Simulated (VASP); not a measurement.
Te:

```
Te
1.0
     3.82029   -2.14820    0.00000
     3.82029    2.14820    0.00000
    -0.09429    0.00000    5.97609
Te
3
Direct
  0.00000 0.00000 0.00000
  0.30945 0.30945 0.33881
  0.69055 0.69055 0.66119
```

```yaml
Program: VASP 6.6.1
Task: relaxation of cell and atoms
Functional: PBEsol
Potentials_or_basis: VASP PAW PBE potentials, release 64 (Te)
Cutoff: 600 eV
k_mesh: 7 × 7 × 5
Occupations: fermi-dirac, width 0.05 eV
Spin: no spin polarisation
```

At the start: pressure -1.9 GPa; volume 32.70 Å³/atom.

Q: Where does the relaxation end?

A: Over 17 steps the energy falls by 11.6 meV/atom and the volume is 31.26 Å³/atom (-4.4 %); space group C2/m (No. 12, to 0.1 Å) before and after.

Step by step:
```tsv
step	energy change (eV)	largest force (eV/Å)	pressure (GPa)	volume (Å³)
1	0.0000	0.0971	-1.85	98.09
2	-0.0159	0.2487	1.14	92.83
3	-0.0216	0.1961	0.05	94.56
4	-0.0252	0.1630	0.05	94.35
5	-0.0318	0.0759	0.08	93.75
6	-0.0279	0.0659	0.28	92.52
7	-0.0327	0.0359	0.13	93.32
8	-0.0327	0.0125	-0.21	93.84
9	-0.0334	0.0090	-0.04	93.58
10	-0.0340	0.0096	0.06	93.48
11	-0.0342	0.0181	0.21	93.35
12	-0.0345	0.0168	0.16	93.46
13	-0.0348	0.0133	-0.01	93.81
14	-0.0348	0.0129	-0.03	93.85
15	-0.0348	0.0122	-0.02	93.83
16	-0.0348	0.0111	0.01	93.78
17	-0.0348	0.0095	0.01	93.78
```

Final structure:
```
Te
1.0
     3.74230   -2.14452    0.01333
     3.74230    2.14452    0.01333
    -0.07056    0.00000    5.84265
Te
3
Cartesian
  0.0000 0.0000 0.0000
  2.3632 0.0000 1.9687
  5.0509 0.0000 3.9006
```

Caveat: the PAW data sets were made with another functional, which shifts forces and pressure a little.
